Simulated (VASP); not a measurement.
Here is a VASP 6.6.1 calculation.

Contents of POSCAR:

```
C
1.0
   -0.0131329369      1.7814679574      1.7814679574
    1.7814679574     -0.0131329369      1.7814679574
    1.7814679574      1.7814679574     -0.0131329369
C
2
Direct
   -0.0000873341     -0.0000873341     -0.0000873341
    0.2500873341      0.2500873341      0.2500873341
```

File INCAR.step1:

```
SYSTEM = C
PREC = Accurate
ENCUT = 500
EDIFF = 1E-8
ISMEAR = 0
SIGMA = 0.01
LREAL = .FALSE.
LASPH = .TRUE.
NELM = 80
ALGO = Normal
LWAVE = .TRUE.
LCHARG = .FALSE.
GGA = PS
```

The input INCAR.step2:

```
SYSTEM = C
PREC = Accurate
ENCUT = 500
EDIFF = 1E-8
ISMEAR = 0
SIGMA = 0.01
LREAL = .FALSE.
LASPH = .TRUE.
NELM = 1
ALGO = Exact
LWAVE = .TRUE.
LCHARG = .FALSE.
GGA = PS
NBANDS = 34
LOPTICS = .TRUE.
ISTART = 1
```

INCAR.step3

```
SYSTEM = C
PREC = Accurate
ENCUT = 500
EDIFF = 1E-8
ISMEAR = 0
SIGMA = 0.01
LREAL = .FALSE.
LASPH = .TRUE.
ALGO = EVGW0
LWAVE = .FALSE.
LCHARG = .FALSE.
GGA = PS
NELMGW = 1
NBANDS = 34
ENCUTGW = 100.0
NOMEGA = 48
PRECFOCK = Fast
ISTART = 1
NBANDSGW = 12
```

Contents of KPOINTS:

```
Automatic mesh
0
G
  6 6 6
  0 0 0
```

Potentials or basis: VASP PAW PBE potentials, release 64 (C_GW).

Run with:

```sh
$ cat potpaw_PBE.64/C_GW/POTCAR > POTCAR
$ cp INCAR.step1 INCAR
$ mpirun -np 1 vasp_std > vasp.out
$ cp INCAR.step2 INCAR
$ mpirun -np 1 vasp_std > vasp.out
$ cp INCAR.step3 INCAR
$ mpirun -np 1 vasp_std > vasp.out
```

Problem. Estimate the quasiparticle gap.

Solution. 5.19 eV.

Problem. Predict the least direct quasiparticle gap.

Solution. 6.99 eV.

Problem. What does it give for the band gap on the k mesh, mean-field level?

Solution. 4.00 eV, indirect (least direct gap 5.40 eV).

Caveat: the k points lie up to 0.51 Å⁻¹ apart; bands, screening cutoff and mesh are small and nothing is extrapolated, so the quasiparticle values aren't converged. A k mesh can miss the band edges.
